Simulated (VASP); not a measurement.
# Nb2InSe (P6/mmm) in VASP: relaxation of cell and atoms with PBE

Aim: the relaxation of cell and atoms of Nb2InSe with PBE.

Everything below comes from runs of VASP 6.6.1. Logs are shortened: lines on timing, memory, paths and dates and some standing lists are left out, and cuts for length are marked.

## (1) The cell of the first run

The structure is hexagonal, space group P6/mmm (No. 191). The conventional cell has a = 4.903 Å, b = 4.903 Å, c = 5.424 Å, α = 90.00°, β = 90.00°, γ = 120.00°. Within 3.7 Å of Nb (site symmetry -6m2) lie 3 Nb at 2.83 Å and 3 In at 2.83 Å. In (site symmetry 6/mmm) has 2 Se at 2.71 Å and 6 Nb at 2.83 Å within 3.6 Å. Within 3.6 Å of Se (site symmetry 6/mmm) lie 2 In at 2.71 Å.

The cell was generated, and may not be a known phase.

## (2) Relaxation of cell and atoms, PBE

File INCAR:

```
PREC = Accurate
ENCUT = 600
EDIFF = 1E-6
ISMEAR = 0
SIGMA = 0.1
LREAL = F
LASPH = T
NELM = 60
ALGO = Normal
ISIF = 3
LWAVE = F
LCHARG = F
GGA = PE
IBRION = 2
NSW = 100
EDIFFG = -0.01
```

File KPOINTS:

```
regular mesh
0
Gamma
  12 12 8
```

File POSCAR:

```
Nb2InSe
1.0
    4.9025521182      0.0000000000      0.0000000000
   -2.4512760591      4.2457346778      0.0000000000
    0.0000000000      0.0000000000      5.4244568705
Nb In Se
2 1 1
Direct
    0.3333333333      0.6666666667      0.0000000000
    0.6666666667      0.3333333333      0.0000000000
    0.0000000000      0.0000000000      0.0000000000
    0.0000000000      0.0000000000      0.5000000000
```

Potentials or basis: VASP PAW PBE potentials, release 64 (Nb_sv, In_d, Se).

On the command line:

```bash
cat potpaw_PBE.64/Nb_sv/POTCAR potpaw_PBE.64/In_d/POTCAR potpaw_PBE.64/Se/POTCAR > POTCAR
mpirun -np 1 vasp_std > vasp.out
```

OUTCAR:

```text
PREC = Accurate
   ENCUT = 600
   EDIFF = 1E-6
   ISMEAR = 0
   LREAL = F
   LASPH = T
   NELM = 60
   ISIF = 3
   GGA = PE
   IBRION = 2
   NSW = 100
   EDIFFG = -0.01

 ion  position               nearest neighbor table
   1  0.333  0.667  0.000-   3 2.83   2 2.83   2 2.83   3 2.83   3 2.83   2 2.83
   2  0.667  0.333  0.000-   3 2.83   1 2.83   1 2.83   3 2.83   3 2.83   1 2.83
   3  0.000  0.000  0.000-   4 2.71   4 2.71   1 2.83   2 2.83   2 2.83   1 2.83   2 2.83   1 2.83

   4  0.000  0.000  0.500-   3 2.71   3 2.71

  LATTYP: Found a hexagonal cell.
 ALAT       =     4.9025521182
 C/A-ratio  =     1.1064557275

  Lattice vectors:

 A1 = (   4.9025521182,   0.0000000000,   0.0000000000)
 A2 = (  -2.4512760591,   4.2457346778,   0.0000000000)
 A3 = (   0.0000000000,   0.0000000000,   5.4244568705)

Analysis of symmetry for initial positions (statically):
=====================================================================
 Subroutine PRICEL returns:
 Original cell was already a primitive cell.

 Routine SETGRP: Setting up the symmetry group for a
 hexagonal supercell.

 Subroutine GETGRP returns: Found 24 space group operations
 (whereof 24 operations were pure point group operations)
 out of a pool of 24 trial point group operations.

The static configuration has the point symmetry D_6h.

Analysis of symmetry for dynamics (positions and initial velocities):
=====================================================================
 Subroutine PRICEL returns:
 Original cell was already a primitive cell.

 Routine SETGRP: Setting up the symmetry group for a
 hexagonal supercell.

 Subroutine GETGRP returns: Found 24 space group operations
 (whereof 24 operations were pure point group operations)
 out of a pool of 24 trial point group operations.

The dynamic configuration has the point symmetry D_6h.

 Subroutine INISYM returns: Found 24 space group operations
 (whereof 24 operations are pure point group operations),
 and found     1 'primitive' translations

----------------------------------------------------------------------------------------

                                     Primitive cell

  volume of cell :     112.9097

  direct lattice vectors                    reciprocal lattice vectors
     4.902552118  0.000000000  0.000000000     0.203975394  0.117765249  0.000000000
    -2.451276059  4.245734678  0.000000000     0.000000000  0.235530497  0.000000000
     0.000000000  0.000000000  5.424456871     0.000000000  0.000000000  0.184350254

  length of vectors
     4.902552118  4.902552118  5.424456871     0.235530497  0.235530497  0.184350254

  position of ions in fractional coordinates (direct lattice)
     0.333333333  0.666666667  0.000000000
     0.666666667  0.333333333  0.000000000
     0.000000000  0.000000000  0.000000000
     0.000000000  0.000000000  0.500000000

  ion indices of the primitive-cell ions
   primitive index   ion index
                 1           1
                 2           2
                 3           3
                 4           4

----------------------------------------------------------------------------------------

 KPOINTS: regular mesh

Automatic generation of k-mesh.
 Grid dimensions read from file:
 generate k-points for:   12   12    8

 Generating k-lattice:

  Cartesian coordinates                     Fractional coordinates (reciprocal lattice)
     0.016997950  0.009813771  0.000000000     0.083333333  0.000000000  0.000000000
     0.000000000  0.019627541  0.000000000     0.000000000  0.083333333  0.000000000
     0.000000000  0.000000000  0.023043782     0.000000000  0.000000000  0.125000000

  Length of vectors
     0.019627541  0.019627541  0.023043782

  Shift w.r.t. Gamma in fractional coordinates (k-lattice)
     0.000000000  0.000000000  0.000000000

 Subroutine IBZKPT returns following result:
 ===========================================

 Found     95 irreducible k-points:

 Following reciprocal coordinates:
            Coordinates               Weight
  0.000000  0.000000  0.000000      1.000000
  0.083333  0.000000  0.000000      6.000000
  0.166667 -0.000000  0.000000      6.000000
  0.250000  0.000000  0.000000      6.000000
  0.333333  0.000000  0.000000      6.000000
  0.416667  0.000000  0.000000      6.000000
[... 16 lines left out ...]
  0.250000  0.000000  0.125000     12.000000
  0.333333  0.000000  0.125000     12.000000
 [... further k-points ...]
   k-points           NKPTS =     95   k-points in BZ     NKDIM =     95   number of bands    NBANDS=     27
   number of dos      NEDOS =    301   number of ions     NIONS =      4
   total plane-waves  NPLWV =  76800
   dimension x,y,z NGX =    40 NGY =   40 NGZ =   48
   dimension x,y,z NGXF=    80 NGYF=   80 NGZF=   96
   ions per type =               2   1   1
   NGX,Y,Z   is equivalent  to a cutoff of  13.56, 13.56, 14.71 a.u.
   NGXF,Y,Z  is equivalent  to a cutoff of  27.13, 27.13, 29.42 a.u.
 SYSTEM =  unknown system
   PREC   = accura    normal or accurate (medium, high low for compatibility)
   ISTART =      0    job   : 0-new  1-cont  2-samecut
   ICHARG =      2    charge: 1-file 2-atom 10-const
   ISPIN  =      1    spin polarized calculation?
   LNONCOLLINEAR =      F non collinear calculations
   LSORBIT =      F    spin-orbit coupling
   LASPH  =      T    aspherical Exc in radial PAW
   ENCUT  =  600.0 eV  44.10 Ry    6.64 a.u.   9.79  9.79 10.83*2*pi/ulx,y,z
   NELM   =     60;   NELMIN=  2; NELMDL= -5     # of ELM steps
   EDIFF  = 0.1E-05   stopping-criterion for ELM
   LREAL  =      F    real-space projection
   EDIFFG = -.1E-01   stopping-criterion for IOM
   NSW    =    100    number of steps for IOM
   IBRION =      2    ionic relax: 0-MD 1-quasi-New 2-CG
   NFREE  =      1    steps in history (QN), initial steepest desc. (CG)
   ISIF   =      3    stress and relaxation
   ISYM   =      2    0-nonsym 1-usesym 2-fastsym
   POTIM  = 0.5000    time-step for ionic-motion
   TEBEG  =    0.0;   TEEND  =   0.0 temperature during run
   PSTRESS=    0.0 pullay stress
   NELECT =      45.0000    total number of electrons
   NUPDOWN=      -1.0000    fix difference up-down
   EMIN   =  10.00;   EMAX   =-10.00  energy-range for DOS
   EFERMI =   0.00;   METHOD = LEGACY
   ISMEAR =     0;   SIGMA  =   0.10  broadening in eV -4-tet -1-fermi 0-gaus
   EFERMI_NEDOS =   21; number of points for ismear=-14 and -15
   IALGO  =     38    algorithm
   IMIX   =      4    mixing-type and parameters
     AMIX     =   0.40;   BMIX     =  1.00
     AMIX_MAG =   1.60;   BMIX_MAG =  1.00
  volume/ion in A,a.u.               =      28.23       190.49
  Fermi-wavevector in a.u.,A,eV,Ry     =   1.204764  2.276673 19.748254  1.451456
  Thomas-Fermi vector in A             =   2.340479
   LORBIT       =      0    0 simple, 1 ext, 2 COOP (PROOUT), +10 PAW based schemes
   GGA     = PE    functional components
   LHFCALC =     F    Hartree Fock is set to
   AEXX    =    0.0000 exact exchange contribution
   IVDW    =     0    specifies the selected vdW correction
   LEPSILON=     F    determine dielectric tensor
   LRPA    =     F    only Hartree local field effects (RPA)
 conjugate gradient relaxation of ions
 non-spin polarized calculation
 Gauss-broadening in eV      SIGMA  =   0.10
  energy-cutoff  :      600.00
  volume of cell :      112.91
 maximum number of plane-waves:      3792
 NGX is ok and might be reduce to    40
   NGX = 19   NGY = 19   NGZ = 21

--------------------------------------- Ionic step        1  -------------------------------------------

 number of electron      45.0000002 magnetization

 Free energy of the ion-electron system (eV)
  ---------------------------------------------------
  ext. energy  EPLUGINS =         0.00000000
  ---------------------------------------------------
  free energy    TOTEN  =       -21.60817256 eV

  energy without entropy =      -21.58414684  energy(sigma->0) =      -21.59615970

------------------------ aborting loop because EDIFF is reached ----------------------------------------

  FORCE on cell =-STRESS in cart. coord.  units (eV):
  Direction    XX          YY          ZZ          XY          YZ          ZX
  --------------------------------------------------------------------------------------
  -------------------------------------------------------------------------------------
  Total       -0.2092779     -0.2092779      0.0930718     -0.0000000      0.0000000      0.0000000
  in kB       -2.9696315     -2.9696315      1.3206797     -0.0000000      0.0000000      0.0000000
  external PRESSURE =      -1.5395278 kB  Pullay stress =       0.0000000 kB
[... 251 lines left out ...]
  energy  without entropy=      -21.5844923153  energy(sigma->0) =      -21.59648326

--------------------------------------- Ionic step        8  -------------------------------------------

 number of electron      45.0000002 magnetization

 Free energy of the ion-electron system (eV)
  ---------------------------------------------------
  ext. energy  EPLUGINS =         0.00000000
  ---------------------------------------------------
  free energy    TOTEN  =       -21.60849310 eV

  energy without entropy =      -21.58449498  energy(sigma->0) =      -21.59649404

 E-fermi :   5.2862     XC(G=0):  -9.4625

 val. band max:        5.2854799819   @ k =   0.3333   0.0000   0.5000
 cond. band min:       5.2881496211   @ k =   0.4167   0.0000   0.2500
 fundamental gap:      0.0026696392
 Fermi energy:         5.2861617090

 k-point     1 :       0.0000    0.0000    0.0000
  band No.  band energies     occupation
      1     -49.7039      2.00000
      2     -49.5279      2.00000
      3     -25.9872      2.00000
      4     -25.9484      2.00000
      5     -25.9484      2.00000
      6     -25.8184      2.00000
[... 709 lines left out ...]
     26       6.4629      0.00000
     27       6.6265      0.00000

 [... further k-points ...]

------------------------ aborting loop because EDIFF is reached ----------------------------------------

  FORCE on cell =-STRESS in cart. coord.  units (eV):
  Direction    XX          YY          ZZ          XY          YZ          ZX
  --------------------------------------------------------------------------------------
  -------------------------------------------------------------------------------------
  Total        0.0037558      0.0037558      0.0246395      0.0000000      0.0000000      0.0000000
  in kB        0.0533643      0.0533643      0.3500926      0.0000000      0.0000000      0.0000000
  external PRESSURE =       0.1522737 kB  Pullay stress =       0.0000000 kB
[... 19 lines left out ...]
  FREE ENERGIE OF THE ION-ELECTRON SYSTEM (eV)
  ---------------------------------------------------
  free  energy   TOTEN  =       -21.6084930977 eV

  energy  without entropy=      -21.5844949788  energy(sigma->0) =      -21.59649404

 reached required accuracy - stopping structural energy minimisation
```

It took 16 min on 1 thread of Intel Xeon Platinum 8488C (Sapphire Rapids), shared host; peak memory 0.54 GiB.

What came out:

| Item | Value |
| --- | --- |
| Free energy | -21.6085 eV |
| Relaxed volume | 28.19 Å³/atom |
| Relaxed cell | a = 4.897 Å, b = 4.897 Å, c = 5.431 Å, α = 90.00°, β = 90.00°, γ = 120.00° |
| Space group after relaxing (to 0.1 Å) | P6/mmm (No. 191) |
| Energy gained by relaxing | 0.1 meV/atom |
| Ionic steps | 8 |
| Pressure after relaxing | 0.0 GPa |
| Band gap on the k mesh | zero (an odd number of electrons rules out a gap without spin polarisation) |

Step by step:
```
step  energy change (eV)  largest force (eV/Å)  pressure (GPa)  volume (Å³)
   1              0.0000                0.0000           -0.15       112.91
   2              0.0000                0.0000            0.21       112.47
   3             -0.0003                0.0000            0.04       112.68
   4             -0.0003                0.0000            0.05       112.68
   5             -0.0002                0.0000           -0.06       112.80
   6             -0.0003                0.0000            0.02       112.70
   7             -0.0003                0.0000            0.02       112.69
   8             -0.0003                0.0000            0.02       112.76
```

Final structure:
```
Nb In Se
1.0
     4.89654    0.00000    0.00000
    -2.44827    4.24053    0.00000
     0.00000    0.00000    5.43062
Nb In Se
2 1 1
Direct
  0.33333 0.66667 0.00000
  0.66667 0.33333 0.00000
  0.00000 0.00000 0.00000
  0.00000 0.00000 0.50000
```

Levels at points of the mesh, in eV from the Fermi level:
```tsv
k point	band 21	band 22	band 23	band 24	band 25	band 26
(0.00, 0.00, 0.00)	-0.58	-0.52	-0.52	0.10	0.10	1.53
(0.50, 0.00, 0.00)	-1.18	-0.95	0.24	0.57	0.61	1.49
(0.00, 0.00, 0.50)	-0.70	-0.70	0.13	0.13	0.79	0.97
(0.50, 0.00, 0.50)	-1.04	0.04	0.40	0.54	1.18	1.33
```

Caveat: spin-orbit coupling is left out, which moves the levels of the heavy elements.
